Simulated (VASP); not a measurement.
# TiC (Fm-3m) in VASP: notebook, part 2 of 2

VASP 6.6.1. Earlier steps stand in the parts before.

**6. Single point, r2SCAN**

This run uses another cell than the first one, of 10.56 Å³/atom, 1.106 times its volume.

POSCAR reads:

```
TiC
1.0
    0.0000000000      2.1942184125      2.1942184125
    2.1942184125      0.0000000000      2.1942184125
    2.1942184125      2.1942184125      0.0000000000
Ti C
1 1
Direct
    0.0000000000      0.0000000000      0.0000000000
    0.5000000000      0.5000000000      0.5000000000
```

INCAR.step1 reads:

```
PREC = Accurate
ENCUT = 520
ISMEAR = -1
SIGMA = 0.05
LREAL = False
LASPH = True
NELM = 80
NBANDS = 15
GGA = PE
ALGO = Normal
EDIFF = 1E-4
LWAVE = True
LCHARG = False
```

INCAR.step2 reads:

```
PREC = Accurate
ENCUT = 520
EDIFF = 1E-7
ISMEAR = -1
SIGMA = 0.05
LREAL = False
LASPH = True
NELM = 80
ALGO = Normal
ISIF = 2
LWAVE = False
LCHARG = False
METAGGA = R2SCAN
LMIXTAU = True
NBANDS = 15
ISTART = 1
```

KPOINTS reads:

```
Automatic mesh
0
Gamma
  11 11 11
```

Potentials or basis: VASP PAW PBE potentials, release 64 (Ti_sv, C).

On the command line:

```
$ cat potpaw_PBE.64/Ti_sv/POTCAR potpaw_PBE.64/C/POTCAR > POTCAR
$ cp INCAR.step1 INCAR
$ mpirun -np 1 vasp_std > vasp.out
$ cp INCAR.step2 INCAR
$ mpirun -np 1 vasp_std > vasp.out
```

OUTCAR:

```text
PREC = Accurate
   ENCUT = 520
   EDIFF = 1E-7
   ISMEAR = -1
   LREAL = False
   LASPH = True
   NELM = 80
   ISIF = 2
   METAGGA = R2SCAN
   ISTART = 1

 ion  position               nearest neighbor table
   1  0.000  0.000  0.000-   2 2.19   2 2.19   2 2.19   2 2.19   2 2.19   2 2.19
   2  0.500  0.500  0.500-   1 2.19   1 2.19   1 2.19   1 2.19   1 2.19   1 2.19

  LATTYP: Found a face centered cubic cell.
 ALAT       =     4.3884368250

  Lattice vectors:

 A1 = (   0.0000000000,   2.1942184125,   2.1942184125)
 A2 = (   2.1942184125,   0.0000000000,   2.1942184125)
 A3 = (   2.1942184125,   2.1942184125,   0.0000000000)

Analysis of symmetry for initial positions (statically):
=====================================================================
 Subroutine PRICEL returns:
 Original cell was already a primitive cell.

 Routine SETGRP: Setting up the symmetry group for a
 face centered cubic supercell.

 Subroutine GETGRP returns: Found 48 space group operations
[... 9 lines left out ...]

 Routine SETGRP: Setting up the symmetry group for a
 face centered cubic supercell.

 Subroutine GETGRP returns: Found 48 space group operations
[... 11 lines left out ...]
                                     Primitive cell

  volume of cell :      21.1285

  direct lattice vectors                    reciprocal lattice vectors
     0.000000000  2.194218413  2.194218413    -0.227871572  0.227871572  0.227871572
     2.194218413  0.000000000  2.194218413     0.227871572 -0.227871572  0.227871572
     2.194218413  2.194218413  0.000000000     0.227871572  0.227871572 -0.227871572

  length of vectors
     3.103093438  3.103093438  3.103093438     0.394685141  0.394685141  0.394685141

  position of ions in fractional coordinates (direct lattice)
[... 8 lines left out ...]
----------------------------------------------------------------------------------------

 KPOINTS: Automatic mesh

Automatic generation of k-mesh.
 Grid dimensions read from file:
 generate k-points for:   11   11   11

 Generating k-lattice:
[... 84 lines left out ...]
  Fermi-wavevector in a.u.,A,eV,Ry     =   1.492193  2.819836 30.295272  2.226640
  Thomas-Fermi vector in A             =   2.604752
   LORBIT       =      0    0 simple, 1 ext, 2 COOP (PROOUT), +10 PAW based schemes
   METAGGA = R2SCAN    functional components
   LHFCALC =     F    Hartree Fock is set to
   AEXX    =    0.0000 exact exchange contribution
   IVDW    =     0    specifies the selected vdW correction
   LEPSILON=     F    determine dielectric tensor
   LRPA    =     F    only Hartree local field effects (RPA)
 non-spin polarized calculation
  energy-cutoff  :      520.00
  volume of cell :       21.13
 maximum number of plane-waves:       578
   NGX = 11   NGY = 11   NGZ = 11

 number of electron      15.9999996 magnetization

 Free energy of the ion-electron system (eV)
  ---------------------------------------------------
  ext. energy  EPLUGINS =         0.00000000
  ---------------------------------------------------
  free energy    TOTEN  =       -24.84694861 eV

  energy without entropy =      -24.84432571  energy(sigma->0) =      -24.84563716

 E-fermi :   9.1142     XC(G=0): -13.3627

 val. band max:        9.1128297031   @ k =   0.1818   0.1818   0.0000
 cond. band min:       9.1558198001   @ k =   0.0909   0.0000   0.0000
 fundamental gap:      0.0429900969
 Fermi energy:         9.1142380080

 k-point     1 :       0.0000    0.0000    0.0000
  band No.  band energies     occupation
      1     -50.0694      2.00000
      2     -25.0649      2.00000
      3     -25.0648      2.00000
      4     -25.0648      2.00000
      5      -3.9843      2.00000
      6       9.8765      0.00000
      7       9.8765      0.00000
      8       9.8765      0.00000
      9      10.6501      0.00000
     10      10.6501      0.00000
     11      10.6501      0.00000
     12      10.6615      0.00000
     13      10.6615      0.00000
     14      19.6424      0.00000
[... 401 lines left out ...]
      2     -25.3069      2.00000
      3     -25.1595      2.00000
      4     -25.0817      2.00000
      5      -2.3116      2.00000
      6       5.6666      2.00000
      7       6.7487      2.00000
      8       7.1132      2.00000
      9      10.7124      0.00000
     10      11.6899      0.00000
     11      12.6502      0.00000
     12      13.3389      0.00000
     13      16.2567      0.00000
     14      21.1116      0.00000
     15      22.7972      0.00000

 [... further k-points ...]
[... 5 lines left out ...]
  --------------------------------------------------------------------------------------
  -------------------------------------------------------------------------------------
  Total       -1.2139121     -1.2139121     -1.2139121     -0.0000000      0.0000000      0.0000000
  in kB      -92.0509460    -92.0509460    -92.0509460     -0.0000000      0.0000000      0.0000000
  external PRESSURE =     -92.0509460 kB  Pullay stress =       0.0000000 kB

 VOLUME and BASIS-vectors are now :
 -----------------------------------------------------------------------------
  energy-cutoff  :      520.00
  volume of cell :       21.13
      direct lattice vectors                 reciprocal lattice vectors
     0.000000000  2.194218413  2.194218413    -0.227871572  0.227871572  0.227871572
     2.194218413  0.000000000  2.194218413     0.227871572 -0.227871572  0.227871572
     2.194218413  2.194218413  0.000000000     0.227871572  0.227871572 -0.227871572

 POSITION                                       TOTAL-FORCE (eV/Angst)
 -----------------------------------------------------------------------------------
      0.00000      0.00000      0.00000        -0.000000     -0.000000     -0.000000
      2.19422      2.19422      2.19422         0.000000      0.000000      0.000000
 -----------------------------------------------------------------------------------
    total drift:                                0.000000     -0.000000     -0.000000

  FREE ENERGIE OF THE ION-ELECTRON SYSTEM (eV)
  ---------------------------------------------------
  free  energy   TOTEN  =       -24.8469486125 eV

  energy  without entropy=      -24.8443257073  energy(sigma->0) =      -24.84563716
```

OUTCAR.step1:

```text
PREC = Accurate
   ENCUT = 520
   ISMEAR = -1
   LREAL = False
   LASPH = True
[... 652 lines left out ...]
      0.00000      0.00000      0.00000        -0.000000     -0.000000      0.000000
      2.19422      2.19422      2.19422         0.000000      0.000000     -0.000000
 -----------------------------------------------------------------------------------
    total drift:                                0.000000     -0.000000     -0.000000

  FREE ENERGIE OF THE ION-ELECTRON SYSTEM (eV)
  ---------------------------------------------------
  free  energy   TOTEN  =       -18.6894365652 eV

  energy  without entropy=      -18.6870225253  energy(sigma->0) =      -18.68822955
```

OSZICAR.step1:

```text
N       E                     dE             d eps       ncg     rms          rms(c)
DAV:   1     0.116871854302E+03    0.11687E+03   -0.79688E+03  1680   0.126E+03
DAV:   2    -0.165048079987E+02   -0.13338E+03   -0.12456E+03  1806   0.334E+02
DAV:   3    -0.241272432109E+02   -0.76224E+01   -0.74833E+01  2180   0.779E+01
DAV:   4    -0.243995476760E+02   -0.27230E+00   -0.27209E+00  2143   0.133E+01
DAV:   5    -0.244053804438E+02   -0.58328E-02   -0.58321E-02  2089   0.183E+00    0.176E+01
DAV:   6    -0.194211757887E+02    0.49842E+01   -0.12222E+01  2363   0.559E+01    0.728E+00
DAV:   7    -0.187421294302E+02    0.67905E+00   -0.24090E+00  1988   0.218E+01    0.463E+00
DAV:   8    -0.187229957393E+02    0.19134E-01   -0.11254E-01  1827   0.307E+00    0.371E+00
DAV:   9    -0.186939745991E+02    0.29021E-01   -0.12723E-01  2239   0.544E+00    0.818E-01
DAV:  10    -0.186928225768E+02    0.11520E-02   -0.15321E-02  2143   0.129E+00    0.672E-01
DAV:  11    -0.186902341356E+02    0.25884E-02   -0.25403E-03  1946   0.796E-01    0.353E-01
DAV:  12    -0.186894664471E+02    0.76769E-03   -0.13533E-03  1963   0.629E-01    0.641E-02
DAV:  13    -0.186894365652E+02    0.29882E-04   -0.99442E-05  1317   0.142E-01
   1 F= -.18689437E+02 E0= -.18688230E+02  d E =-.241404E-02
```

Run time: 45 s. Hardware: 1 thread of Intel Xeon Platinum 8488C (Sapphire Rapids), shared host; peak memory 0.15 GiB.

Results:

* Free energy: -24.8469 eV
* Pressure: -9.2 GPa
* Band gap on the k mesh: zero (band 8 reaches 9.88 eV, above the bottom of band 9 at 8.57 eV)

Caveat: the PAW data sets were made with another functional, which shifts forces and pressure a little.

**7. Overview**

| cell | gap on the mesh (eV) | pressure (GPa) |
| --- | --- | --- |
| a = 3.000 Å, angles 60.0°, 2 atoms | none | 18.6 |
| a = 3.021 Å, angles 60.0°, 2 atoms | none | 11.9 |
| a = 3.042 Å, angles 60.0°, 2 atoms | none | 5.8 |
| a = 3.083 Å, angles 60.0°, 2 atoms | none | -4.7 |
| a = 3.103 Å, angles 60.0°, 2 atoms | none | -9.2 |

Alike in all rows: task single point; level r2SCAN; potentials or basis VASP PAW PBE potentials, release 64 (Ti_sv, C); no spin polarisation; k mesh 11 × 11 × 11; cutoff (eV) 520; smearing fermi-dirac 0.05 eV.

Caveats: the PAW data sets were made with another functional, which shifts forces and pressure a little.

Absolute energies hang on the potentials; compare differences alone.
